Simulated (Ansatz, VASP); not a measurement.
Two plane-wave programs on HfH2

File INCAR:

```
PREC = Accurate ; ENCUT = 520
EDIFF = 1E-6 ; ISMEAR = 0
SIGMA = 0.1 ; LREAL = False
LASPH = True ; NELM = 80
ALGO = Normal ; ISIF = 2
LWAVE = False ; LCHARG = True
GGA = PS ; LELF = True
LVHAR = True ; NBANDS = 21
```

File KPOINTS:

```
regular mesh
0
Gamma
  10 10 8
```

File POSCAR:

```
HfH2
1.0
    3.4989118105      0.0000000000      0.0000000000
    0.0000000000      3.4989118105      0.0000000000
    0.0000000000      0.0000000000      4.2800483497
Hf H
2 4
Direct
    0.0000000000      0.0000000000      0.0000000000
    0.5000000000      0.5000000000      0.5000000000
    0.0000000000      0.5000000000      0.2500000000
    0.5000000000      0.0000000000      0.2500000000
    0.5000000000      0.0000000000      0.7500000000
    0.0000000000      0.5000000000      0.7500000000
```

Input for Ansatz:

```yaml
crystal:
  lattice:
    - [3.4989118105, 0.0, 0.0]
    - [0.0, 3.4989118105, 0.0]
    - [0.0, 0.0, 4.2800483497]
  atoms:
    - { symbol: Hf, position: [0.0, 0.0, 0.0] }
    - { symbol: Hf, position: [0.5, 0.5, 0.5] }
    - { symbol: H, position: [0.0, 0.5, 0.25] }
    - { symbol: H, position: [0.5, 0.0, 0.25] }
    - { symbol: H, position: [0.5, 0.0, 0.75] }
    - { symbol: H, position: [0.0, 0.5, 0.75] }
basis:
  ecutwfc: 420
kpoints:
  mp_grid: { grid: [10, 10, 8] }
hamiltonian:
  xc: pbesol
scf:
  occupations: { method: gaussian, width: 0.1 }
output:
  forces: true
  stress: true
  eigenvalues: true
```

Change from the starting cell: equal strain along all axes, cell held, atoms relaxed: +1.0 %.

Alike in both runs: task single point; functional PBEsol; k mesh 10 × 10 × 8; occupations gaussian, width 0.1 eV; no spin polarisation.

|  | VASP | Ansatz |
| --- | --- | --- |
| version | VASP 6.6.1 | Ansatz 0.2.0 |
| potentials or method | VASP PAW PBE potentials, release 64 (Hf_pv, H), cutoff 520 eV | scalar-relativistic, plane waves, PAW |
| valence electrons in the cell | 24 | 56 |

|  | VASP | Ansatz | Ansatz less VASP |
| --- | --- | --- | --- |
| gap on the k mesh at the Fermi level (eV) | none | none | - |
| pressure (GPa) | -5.1 | -4.4 | +0.63 |
| traceless stress, the component that is largest in VASP (GPa) | 0.13 | 0.10 | -0.027 |

VASP's potentials were made for PBE, not for PBEsol. A gap of «none» marks a metal or a gap that the smearing closes. VASP's potentials hold 24 valence electrons a cell and Ansatz's 56, so a difference there can come from the potentials and not from the codes.

Spin-orbit coupling is off throughout.
